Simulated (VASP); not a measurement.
# Ba2TiO4 (P4/mmm) in VASP: relaxation of cell and atoms with PBEsol

Aim: the relaxation of cell and atoms of Ba2TiO4 with PBEsol.

Everything below comes from runs of VASP 6.6.1. Logs are shortened: lines on timing, memory, paths and dates and some standing lists are left out, and cuts for length are marked.

### Step 1. The cell of the first run

Symmetry: P4/mmm, No. 123, tetragonal system. Conventional cell: a = 3.917 Å, b = 3.917 Å, c = 10.331 Å, α = 90.00°, β = 90.00°, γ = 90.00°. Ba (site symmetry 4mm) has 8 O at 2.76 to 2.77 Å and 4 Ti at 3.38 Å within 3.6 Å. Within 2.6 Å of Ti (site symmetry 4/mmm) lie 6 O at 1.96 Å. Within 2.6 Å of O (site symmetry mmm) lie 2 Ti at 1.96 Å. O (site symmetry 4mm) has 1 Ti at 1.96 Å within 2.6 Å.

### Step 2. Relaxation of cell and atoms, PBEsol

Input file INCAR:

```
SYSTEM = Ba2TiO4
PREC = Accurate
ENCUT = 600
EDIFF = 1E-7
ISMEAR = 0
SIGMA = 0.02
LREAL = .False.
LASPH = .True.
NELM = 120
ALGO = Normal
ISIF = 3
LWAVE = .False.
LCHARG = .False.
GGA = PS
IBRION = 2
NSW = 100
EDIFFG = -0.005
GGA_COMPAT = .False.
NELMIN = 4
```

Input file KPOINTS:

```
regular mesh
0
Gamma
  8 8 4
  0 0 0
```

Input file POSCAR:

```
Ba2TiO4
1.0
    3.9165051811      0.0000000000      0.0000000000
    0.0000000000      3.9165051811      0.0000000000
    0.0000000000      0.0000000000     10.3310581887
Ba Ti O
2 1 4
Direct
    0.0000000000      0.0000000000      0.6877430001
    0.0000000000      0.0000000000      0.3122569999
    0.5000000000      0.5000000000      0.5000000000
    0.0000000000      0.5000000000      0.5000000000
    0.5000000000      0.5000000000      0.6899600811
    0.5000000000      0.5000000000      0.3100399189
    0.5000000000      0.0000000000      0.5000000000
```

Potentials or basis: VASP PAW PBE potentials, release 64 (Ba_sv, Ti_sv, O).

Launch:

```sh
$ cat potpaw_PBE.64/Ba_sv/POTCAR potpaw_PBE.64/Ti_sv/POTCAR potpaw_PBE.64/O/POTCAR > POTCAR
$ mpirun -np 1 vasp_std > vasp.out
```

OUTCAR:

```text
SYSTEM = Ba2TiO4
   PREC = Accurate
   ENCUT = 600
   EDIFF = 1E-7
   ISMEAR = 0
   LREAL = .False.
   LASPH = .True.
   NELM = 120
   ISIF = 3
   GGA = PS
   IBRION = 2
   NSW = 100
   EDIFFG = -0.005
   NELMIN = 4

 ion  position               nearest neighbor table
   1  0.000  0.000  0.688-   4 2.76   7 2.76   4 2.76   7 2.76   5 2.77   5 2.77   5 2.77   5 2.77
                             3 3.38   3 3.38   3 3.38   3 3.38   2 3.88
   2  0.000  0.000  0.312-   4 2.76   7 2.76   4 2.76   7 2.76   6 2.77   6 2.77   6 2.77   6 2.77
                             3 3.38   3 3.38   3 3.38   3 3.38   1 3.88
   3  0.500  0.500  0.500-   4 1.96   7 1.96   7 1.96   4 1.96   6 1.96   5 1.96   1 3.38   2 3.38
                             1 3.38   1 3.38   2 3.38   2 3.38   1 3.38   2 3.38
   4  0.000  0.500  0.500-   3 1.96   3 1.96   1 2.76   1 2.76   2 2.76   2 2.76
   5  0.500  0.500  0.690-   3 1.96   1 2.77   1 2.77   1 2.77   1 2.77
   6  0.500  0.500  0.310-   3 1.96   2 2.77   2 2.77   2 2.77   2 2.77
   7  0.500  0.000  0.500-   3 1.96   3 1.96   1 2.76   2 2.76   1 2.76   2 2.76

  LATTYP: Found a simple tetragonal cell.
 ALAT       =     3.9165051811
 C/A-ratio  =     2.6378257428

  Lattice vectors:

 A1 = (   3.9165051811,   0.0000000000,   0.0000000000)
 A2 = (   0.0000000000,   3.9165051811,   0.0000000000)
 A3 = (   0.0000000000,   0.0000000000,  10.3310581887)

Analysis of symmetry for initial positions (statically):
=====================================================================
 Subroutine PRICEL returns:
 Original cell was already a primitive cell.

 Routine SETGRP: Setting up the symmetry group for a
 simple tetragonal supercell.

 Subroutine GETGRP returns: Found 16 space group operations
 (whereof 16 operations were pure point group operations)
 out of a pool of 16 trial point group operations.

The static configuration has the point symmetry D_4h.

Analysis of symmetry for dynamics (positions and initial velocities):
=====================================================================
 Subroutine PRICEL returns:
 Original cell was already a primitive cell.

 Routine SETGRP: Setting up the symmetry group for a
 simple tetragonal supercell.

 Subroutine GETGRP returns: Found 16 space group operations
 (whereof 16 operations were pure point group operations)
 out of a pool of 16 trial point group operations.

The dynamic configuration has the point symmetry D_4h.

 Subroutine INISYM returns: Found 16 space group operations
 (whereof 16 operations are pure point group operations),
 and found     1 'primitive' translations

----------------------------------------------------------------------------------------

                                     Primitive cell

  volume of cell :     158.4682

  direct lattice vectors                    reciprocal lattice vectors
     3.916505181  0.000000000  0.000000000     0.255329676  0.000000000  0.000000000
     0.000000000  3.916505181  0.000000000     0.000000000  0.255329676  0.000000000
     0.000000000  0.000000000 10.331058189     0.000000000  0.000000000  0.096795506

  length of vectors
     3.916505181  3.916505181 10.331058189     0.255329676  0.255329676  0.096795506

  position of ions in fractional coordinates (direct lattice)
     0.000000000  0.000000000  0.687743000
     0.000000000  0.000000000  0.312257000
     0.500000000  0.500000000  0.500000000
     0.000000000  0.500000000  0.500000000
     0.500000000  0.500000000  0.689960081
     0.500000000  0.500000000  0.310039919
     0.500000000  0.000000000  0.500000000

  ion indices of the primitive-cell ions
   primitive index   ion index
                 1           1
                 2           2
                 3           3
                 4           4
                 5           5
                 6           6
                 7           7

----------------------------------------------------------------------------------------

 KPOINTS: regular mesh

Automatic generation of k-mesh.
 Grid dimensions read from file:
 generate k-points for:    8    8    4

 Generating k-lattice:

  Cartesian coordinates                     Fractional coordinates (reciprocal lattice)
     0.031916210  0.000000000  0.000000000     0.125000000  0.000000000  0.000000000
     0.000000000  0.031916210  0.000000000     0.000000000  0.125000000  0.000000000
     0.000000000  0.000000000  0.024198876     0.000000000  0.000000000  0.250000000

  Length of vectors
     0.031916210  0.031916210  0.024198876

  Shift w.r.t. Gamma in fractional coordinates (k-lattice)
     0.000000000  0.000000000  0.000000000

 Subroutine IBZKPT returns following result:
 ===========================================

 Found     45 irreducible k-points:

 Following reciprocal coordinates:
            Coordinates               Weight
  0.000000  0.000000  0.000000      1.000000
  0.125000  0.000000  0.000000      4.000000
  0.250000  0.000000  0.000000      4.000000
  0.375000  0.000000  0.000000      4.000000
  0.500000  0.000000  0.000000      2.000000
  0.125000  0.125000  0.000000      4.000000
[... 16 lines left out ...]
  0.375000  0.125000  0.250000     16.000000
  0.500000  0.125000  0.250000      8.000000
 [... further k-points ...]
   k-points           NKPTS =     45   k-points in BZ     NKDIM =     45   number of bands    NBANDS=     33
   number of dos      NEDOS =    301   number of ions     NIONS =      7
   total plane-waves  NPLWV =  86016
   dimension x,y,z NGX =    32 NGY =   32 NGZ =   84
   dimension x,y,z NGXF=    64 NGYF=   64 NGZF=  168
   ions per type =               2   1   4
   NGX,Y,Z   is equivalent  to a cutoff of  13.58, 13.58, 13.52 a.u.
   NGXF,Y,Z  is equivalent  to a cutoff of  27.17, 27.17, 27.03 a.u.
 SYSTEM =  Ba2TiO4
   PREC   = accura    normal or accurate (medium, high low for compatibility)
   ISTART =      0    job   : 0-new  1-cont  2-samecut
   ICHARG =      2    charge: 1-file 2-atom 10-const
   ISPIN  =      1    spin polarized calculation?
   LNONCOLLINEAR =      F non collinear calculations
   LSORBIT =      F    spin-orbit coupling
   LASPH  =      T    aspherical Exc in radial PAW
   ENCUT  =  600.0 eV  44.10 Ry    6.64 a.u.   7.82  7.82 20.63*2*pi/ulx,y,z
   NELM   =    120;   NELMIN=  4; NELMDL= -5     # of ELM steps
   EDIFF  = 0.1E-06   stopping-criterion for ELM
   LREAL  =      F    real-space projection
   EDIFFG = -.5E-02   stopping-criterion for IOM
   NSW    =    100    number of steps for IOM
   IBRION =      2    ionic relax: 0-MD 1-quasi-New 2-CG
   NFREE  =      1    steps in history (QN), initial steepest desc. (CG)
   ISIF   =      3    stress and relaxation
   ISYM   =      2    0-nonsym 1-usesym 2-fastsym
   POTIM  = 0.5000    time-step for ionic-motion
   TEBEG  =    0.0;   TEEND  =   0.0 temperature during run
   PSTRESS=    0.0 pullay stress
   NELECT =      56.0000    total number of electrons
   NUPDOWN=      -1.0000    fix difference up-down
   EMIN   =  10.00;   EMAX   =-10.00  energy-range for DOS
   EFERMI =   0.00;   METHOD = LEGACY
   ISMEAR =     0;   SIGMA  =   0.02  broadening in eV -4-tet -1-fermi 0-gaus
   EFERMI_NEDOS =   21; number of points for ismear=-14 and -15
   IALGO  =     38    algorithm
   IMIX   =      4    mixing-type and parameters
     AMIX     =   0.40;   BMIX     =  1.00
     AMIX_MAG =   1.60;   BMIX_MAG =  1.00
  volume/ion in A,a.u.               =      22.64       152.77
  Fermi-wavevector in a.u.,A,eV,Ry     =   1.157418  2.187202 18.226577  1.339616
  Thomas-Fermi vector in A             =   2.294029
   LORBIT       =      0    0 simple, 1 ext, 2 COOP (PROOUT), +10 PAW based schemes
   GGA     = PS    functional components
   LHFCALC =     F    Hartree Fock is set to
   AEXX    =    0.0000 exact exchange contribution
   IVDW    =     0    specifies the selected vdW correction
   LEPSILON=     F    determine dielectric tensor
   LRPA    =     F    only Hartree local field effects (RPA)
 conjugate gradient relaxation of ions
 non-spin polarized calculation
 Gauss-broadening in eV      SIGMA  =   0.02
  energy-cutoff  :      600.00
  volume of cell :      158.47
 maximum number of plane-waves:      5312
 NGX is ok and might be reduce to    32
   NGX = 15   NGY = 15   NGZ = 41

--------------------------------------- Ionic step        1  -------------------------------------------

 number of electron      55.9999969 magnetization

 Free energy of the ion-electron system (eV)
  ---------------------------------------------------
  ext. energy  EPLUGINS =         0.00000000
  ---------------------------------------------------
  free energy    TOTEN  =       -53.95974551 eV

  energy without entropy =      -53.95974551  energy(sigma->0) =      -53.95974551

------------------------ aborting loop because EDIFF is reached ----------------------------------------

  FORCE on cell =-STRESS in cart. coord.  units (eV):
  Direction    XX          YY          ZZ          XY          YZ          ZX
  --------------------------------------------------------------------------------------
  -------------------------------------------------------------------------------------
  Total        1.3431463      1.3431463      0.8532618      0.0000000      0.0000000      0.0000000
  in kB       13.5797469     13.5797469      8.6268186      0.0000000      0.0000000      0.0000000
  external PRESSURE =      11.9287708 kB  Pullay stress =       0.0000000 kB
[... 104 lines left out ...]
  FREE ENERGIE OF THE ION-ELECTRON SYSTEM (eV)
  ---------------------------------------------------
  free  energy   TOTEN  =       -53.9681709058 eV

  energy  without entropy=      -53.9681709058  energy(sigma->0) =      -53.96817091

[... ionic steps 4 to 40 ...]

--------------------------------------- Ionic step       41  -------------------------------------------

 number of electron      55.9999980 magnetization

------------------------ aborting loop because EDIFF is reached ----------------------------------------

  FORCE on cell =-STRESS in cart. coord.  units (eV):
  Direction    XX          YY          ZZ          XY          YZ          ZX
  --------------------------------------------------------------------------------------
  -------------------------------------------------------------------------------------
  Total       -0.0019182     -0.0019182     -0.0062244      0.0000000      0.0000000     -0.0000000
  in kB       -0.0209140     -0.0209140     -0.0678629      0.0000000      0.0000000     -0.0000000
  external PRESSURE =      -0.0365636 kB  Pullay stress =       0.0000000 kB
[... 67 lines left out ...]
  energy  without entropy=      -53.9749823422  energy(sigma->0) =      -53.97498234

--------------------------------------- Ionic step       43  -------------------------------------------

 number of electron      55.9999980 magnetization

 Free energy of the ion-electron system (eV)
  ---------------------------------------------------
  ext. energy  EPLUGINS =         0.00000000
  ---------------------------------------------------
  free energy    TOTEN  =       -53.97498435 eV

  energy without entropy =      -53.97498435  energy(sigma->0) =      -53.97498435

 E-fermi :   1.4671     XC(G=0):  -8.4866

 val. band max:        1.2346038264   @ k =   0.2500   0.0000   0.0000
 cond. band min:       3.1831956331   @ k =   0.0000   0.0000   0.0000
 fundamental gap:      1.9485918067
 Fermi energy:         1.4671069557

 k-point     1 :       0.0000    0.0000    0.0000
  band No.  band energies     occupation
      1     -54.6515      2.00000
      2     -31.0756      2.00000
      3     -31.0756      2.00000
      4     -30.9368      2.00000
      5     -24.4133      2.00000
      6     -24.3377      2.00000
[... 853 lines left out ...]
     32       5.4323      0.00000
     33       5.5287      0.00000

 [... further k-points ...]
[... 5 lines left out ...]
  --------------------------------------------------------------------------------------
  -------------------------------------------------------------------------------------
  Total       -0.0048077     -0.0048077      0.0036970      0.0000000      0.0000000     -0.0000000
  in kB       -0.0524138     -0.0524138      0.0403052      0.0000000      0.0000000     -0.0000000
  external PRESSURE =      -0.0215075 kB  Pullay stress =       0.0000000 kB
[... 22 lines left out ...]
  FREE ENERGIE OF THE ION-ELECTRON SYSTEM (eV)
  ---------------------------------------------------
  free  energy   TOTEN  =       -53.9749843477 eV

  energy  without entropy=      -53.9749843477  energy(sigma->0) =      -53.97498435

 reached required accuracy - stopping structural energy minimisation
```

Wall time 64 min (1 thread of Intel Xeon 6975P-C (Granite Rapids), shared host); peak memory 0.5 GiB.

Results:

| Property | Result |
| --- | --- |
| Free energy | -53.9750 eV |
| Relaxed cell | a = 3.933 Å, b = 3.933 Å, c = 9.498 Å, α = 90.00°, β = 90.00°, γ = 90.00° |
| Space group after relaxing (to 0.1 Å) | P4/mmm (No. 123) |
| Energy gained by relaxing | 2.2 meV/atom |
| Ionic steps | 43 |
| Pressure after relaxing | 0.0 GPa |
| Band gap on the k mesh | 1.95 eV (least direct gap 1.96 eV) |

The path:
| step | energy change (eV) | largest force (eV/Å) | pressure (GPa) | volume (Å³) |
| --- | --- | --- | --- | --- |
| 1 | 0.0000 | 0.1981 | 1.19 | 158.47 |
| 3 | -0.0084 | 0.0453 | -0.04 | 160.41 |
| 5 | -0.0087 | 0.0139 | -0.02 | 160.35 |
| 7 | -0.0088 | 0.0157 | 0.01 | 160.13 |
| 9 | -0.0088 | 0.0167 | 0.02 | 160.01 |
| 11 | -0.0089 | 0.0130 | -0.01 | 159.95 |
| 13 | -0.0091 | 0.0276 | -0.15 | 159.65 |
| 15 | -0.0091 | 0.0350 | -0.21 | 159.52 |
| 17 | -0.0092 | 0.0345 | -0.21 | 159.44 |
| 19 | -0.0094 | 0.0342 | -0.21 | 159.07 |
| 21 | -0.0105 | 0.0310 | -0.21 | 157.58 |
| 23 | -0.0141 | 0.0214 | -0.11 | 151.63 |
| 25 | -0.0141 | 0.0885 | 0.15 | 148.09 |
| 27 | -0.0147 | 0.0209 | -0.04 | 145.89 |
| 29 | -0.0147 | 0.0468 | 0.03 | 146.73 |
| 31 | -0.0147 | 0.0264 | -0.02 | 146.05 |
| 33 | -0.0151 | 0.0197 | 0.05 | 146.51 |
| 35 | -0.0152 | 0.0197 | 0.09 | 146.75 |
| 37 | -0.0152 | 0.0100 | -0.02 | 146.98 |
| 39 | -0.0152 | 0.0076 | 0.01 | 146.93 |
| 41 | -0.0152 | 0.0087 | 0.00 | 146.95 |
| 43 | -0.0152 | 0.0003 | 0.00 | 146.96 |

Final structure:
```
Ba Ti O
1.0
     3.93350    0.00000    0.00000
     0.00000    3.93350    0.00000
     0.00000    0.00000    9.49819
Ba Ti O
2 1 4
Direct
  0.00000 0.00000 0.70560
  0.00000 0.00000 0.29440
  0.50000 0.50000 0.50000
  0.00000 0.50000 0.50000
  0.50000 0.50000 0.70708
  0.50000 0.50000 0.29292
  0.50000 0.00000 0.50000
```

Caveat: the relaxation moved the vacuum too, so the length across it says nothing of the material; the PAW data sets were made with another functional, which shifts forces and pressure a little; spin-orbit coupling is left out, which moves the levels of the heavy elements. A k mesh can miss the band edges.
